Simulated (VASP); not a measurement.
# SnSe (Fm-3m) in VASP: a series of runs

Aim: see how the results for SnSe move with the level of theory and the settings. Levels: LDA, PBEsol+D3(BJ). Tasks: single point.

All numbers are computed with VASP 6.6.1; they aren't measurements. Logs are shortened: lines on timing, memory, paths and dates and some standing lists are left out, and cuts for length are marked.

**1. The cell of the first run**

It takes space group Fm-3m (No. 225, cubic). Conventional cell: a = 5.970 Å, b = 5.970 Å, c = 5.970 Å, α = 90.00°, β = 90.00°, γ = 90.00°. Sn (site symmetry m-3m) has 6 Se at 2.99 Å within 3.9 Å. Within 3.9 Å of Se (site symmetry m-3m) lie 6 Sn at 2.99 Å.

**2. Single point, LDA (26.60 Å³/atom)**

INCAR reads:

```
PREC = Accurate ; ENCUT = 500
EDIFF = 1E-6 ; ISMEAR = 0
SIGMA = 0.05 ; LREAL = False
LASPH = True ; NELM = 120
ALGO = Normal ; ISIF = 2
LWAVE = False ; LCHARG = True
LELF = True ; LVHAR = True
NBANDS = 17 ; GGA_COMPAT = False
```

KPOINTS reads:

```
regular mesh
0
Gamma
  8 8 8
```

POSCAR reads:

```
SnSe
1.0
    0.0000000000      2.9851540896      2.9851540896
    2.9851540896      0.0000000000      2.9851540896
    2.9851540896      2.9851540896      0.0000000000
Sn Se
1 1
Direct
    0.0000000000      0.0000000000      0.0000000000
    0.5000000000      0.5000000000      0.5000000000
```

Potentials or basis: VASP PAW LDA potentials, release 64 (Sn_d, Se).

Run with:

```
cat potpaw_LDA.64/Sn_d/POTCAR potpaw_LDA.64/Se/POTCAR > POTCAR
mpirun -np 1 vasp_std > vasp.out
```

OUTCAR:

```text
PREC = Accurate
   ENCUT = 500
   EDIFF = 1E-6
   ISMEAR = 0
   LREAL = False
   LASPH = True
   NELM = 120
   ISIF = 2

 ion  position               nearest neighbor table
   1  0.000  0.000  0.000-   2 2.99   2 2.99   2 2.99   2 2.99   2 2.99   2 2.99
   2  0.500  0.500  0.500-   1 2.99   1 2.99   1 2.99   1 2.99   1 2.99   1 2.99

  LATTYP: Found a face centered cubic cell.
 ALAT       =     5.9703081792

  Lattice vectors:

 A1 = (   0.0000000000,   2.9851540896,   2.9851540896)
 A2 = (   2.9851540896,   0.0000000000,   2.9851540896)
 A3 = (   2.9851540896,   2.9851540896,   0.0000000000)

Analysis of symmetry for initial positions (statically):
=====================================================================
 Subroutine PRICEL returns:
 Original cell was already a primitive cell.

 Routine SETGRP: Setting up the symmetry group for a
 face centered cubic supercell.

 Subroutine GETGRP returns: Found 48 space group operations
 (whereof 48 operations were pure point group operations)
 out of a pool of 48 trial point group operations.

The static configuration has the point symmetry O_h .

Analysis of symmetry for dynamics (positions and initial velocities):
=====================================================================
 Subroutine PRICEL returns:
 Original cell was already a primitive cell.

 Routine SETGRP: Setting up the symmetry group for a
 face centered cubic supercell.

 Subroutine GETGRP returns: Found 48 space group operations
 (whereof 48 operations were pure point group operations)
 out of a pool of 48 trial point group operations.

The dynamic configuration has the point symmetry O_h .

 Subroutine INISYM returns: Found 48 space group operations
 (whereof 48 operations are pure point group operations),
 and found     1 'primitive' translations

----------------------------------------------------------------------------------------

                                     Primitive cell

  volume of cell :      53.2023

  direct lattice vectors                    reciprocal lattice vectors
     0.000000000  2.985154090  2.985154090    -0.167495541  0.167495541  0.167495541
     2.985154090  0.000000000  2.985154090     0.167495541 -0.167495541  0.167495541
     2.985154090  2.985154090  0.000000000     0.167495541  0.167495541 -0.167495541

  length of vectors
     4.221645399  4.221645399  4.221645399     0.290110788  0.290110788  0.290110788

  position of ions in fractional coordinates (direct lattice)
[... 78 lines left out ...]
   NELM   =    120;   NELMIN=  2; NELMDL= -5     # of ELM steps
   EDIFF  = 0.1E-05   stopping-criterion for ELM
   LREAL  =      F    real-space projection
   EDIFFG = 0.1E-04   stopping-criterion for IOM
   NSW    =      0    number of steps for IOM
   IBRION =     -1    ionic relax: 0-MD 1-quasi-New 2-CG
   NFREE  =      0    steps in history (QN), initial steepest desc. (CG)
   ISIF   =      2    stress and relaxation
   ISYM   =      2    0-nonsym 1-usesym 2-fastsym
   POTIM  = 0.5000    time-step for ionic-motion
   TEBEG  =    0.0;   TEEND  =   0.0 temperature during run
   PSTRESS=    0.0 pullay stress
   NELECT =      20.0000    total number of electrons
   NUPDOWN=      -1.0000    fix difference up-down
   EMIN   =  10.00;   EMAX   =-10.00  energy-range for DOS
   EFERMI =   0.00;   METHOD = LEGACY
   ISMEAR =     0;   SIGMA  =   0.05  broadening in eV -4-tet -1-fermi 0-gaus
   EFERMI_NEDOS =   21; number of points for ismear=-14 and -15
   IALGO  =     38    algorithm
   IMIX   =      4    mixing-type and parameters
     AMIX     =   0.40;   BMIX     =  1.00
     AMIX_MAG =   1.60;   BMIX_MAG =  1.00
  volume/ion in A,a.u.               =      26.60       179.51
  Fermi-wavevector in a.u.,A,eV,Ry     =   1.181521  2.232751 18.993620  1.395992
  Thomas-Fermi vector in A             =   2.317793
   LORBIT       =      0    0 simple, 1 ext, 2 COOP (PROOUT), +10 PAW based schemes
   GGA     = CA    functional components
   LHFCALC =     F    Hartree Fock is set to
   AEXX    =    0.0000 exact exchange contribution
   IVDW    =     0    specifies the selected vdW correction
   LEPSILON=     F    determine dielectric tensor
   LRPA    =     F    only Hartree local field effects (RPA)
 non-spin polarized calculation
 Gauss-broadening in eV      SIGMA  =   0.05
  energy-cutoff  :      500.00
  volume of cell :       53.20
 maximum number of plane-waves:      1365
   NGX = 15   NGY = 15   NGZ = 15

 number of electron      20.0000011 magnetization

 Free energy of the ion-electron system (eV)
  ---------------------------------------------------
  ext. energy  EPLUGINS =         0.00000000
  ---------------------------------------------------
  free energy    TOTEN  =        -9.49712571 eV

  energy without entropy =       -9.49712571  energy(sigma->0) =       -9.49712571

 E-fermi :   5.8171     XC(G=0):  -9.9929

 val. band max:        5.5925923349   @ k =   0.5000   0.0000   0.0000
 cond. band min:       6.3204759307   @ k =  -0.3750   0.1250   0.0000
 fundamental gap:      0.7278835958
 Fermi energy:         5.8171409144

 k-point     1 :       0.0000    0.0000    0.0000
  band No.  band energies     occupation
      1     -15.7881      2.00000
      2     -15.7881      2.00000
      3     -15.7850      2.00000
      4     -15.7850      2.00000
      5     -15.7850      2.00000
      6      -8.3333      2.00000
[... 457 lines left out ...]
      4     -15.7752      2.00000
      5     -15.7692      2.00000
      6      -7.1813      2.00000
[... 9 lines left out ...]
     16      16.5338      0.00000
     17      16.6404      0.00000

 [... further k-points ...]

------------------------ aborting loop because EDIFF is reached ----------------------------------------

  FORCE on cell =-STRESS in cart. coord.  units (eV):
  Direction    XX          YY          ZZ          XY          YZ          ZX
  --------------------------------------------------------------------------------------
  -------------------------------------------------------------------------------------
  Total       -0.6838419     -0.6838419     -0.6838419      0.0000000     -0.0000000     -0.0000000
  in kB      -20.5937796    -20.5937796    -20.5937796      0.0000000     -0.0000000     -0.0000000
  external PRESSURE =     -20.5937796 kB  Pullay stress =       0.0000000 kB

 VOLUME and BASIS-vectors are now :
 -----------------------------------------------------------------------------
  energy-cutoff  :      500.00
  volume of cell :       53.20
      direct lattice vectors                 reciprocal lattice vectors
     0.000000000  2.985154090  2.985154090    -0.167495541  0.167495541  0.167495541
     2.985154090  0.000000000  2.985154090     0.167495541 -0.167495541  0.167495541
     2.985154090  2.985154090  0.000000000     0.167495541  0.167495541 -0.167495541

 POSITION                                       TOTAL-FORCE (eV/Angst)
 -----------------------------------------------------------------------------------
      0.00000      0.00000      0.00000        -0.000000     -0.000000     -0.000000
      2.98515      2.98515      2.98515         0.000000      0.000000      0.000000
 -----------------------------------------------------------------------------------
    total drift:                                0.000000     -0.000000     -0.000000

  FREE ENERGIE OF THE ION-ELECTRON SYSTEM (eV)
  ---------------------------------------------------
  free  energy   TOTEN  =        -9.4971257070 eV

  energy  without entropy=       -9.4971257070  energy(sigma->0) =       -9.49712571
```

Run time: 15 s. Hardware: 1 thread of Intel Xeon Platinum 8259CL at 2.50GHz (Skylake/Cascade Lake), shared host; peak memory 0.16 GiB.

What came out:

```
Free energy            : -9.4971 eV
Pressure               : -2.1 GPa
Band gap on the k mesh : 0.73 eV (least direct gap 0.74 eV)
```

Levels at points of the mesh, in eV from the valence-band top:
| k point | band 6 | band 7 | band 8 | band 9 | band 10 | band 11 | band 12 | band 13 | band 14 | band 15 |
| --- | --- | --- | --- | --- | --- | --- | --- | --- | --- | --- |
| (0.00, 0.00, 0.00) | -13.93 | -4.99 | -2.12 | -2.12 | -2.12 | 4.43 | 4.43 | 4.43 | 5.95 | 5.95 |
| (0.50, 0.00, 0.00) | -12.93 | -8.12 | -1.86 | -1.86 | 0.00 | 0.74 | 1.29 | 1.29 | 8.34 | 10.27 |
| (0.50, 0.50, 0.00) | -12.63 | -6.00 | -5.53 | -3.63 | -3.63 | 3.02 | 5.51 | 5.51 | 6.15 | 10.71 |

Caveat: spin-orbit coupling is left out, which moves the levels of the heavy elements.

[end of part 1 of 2]
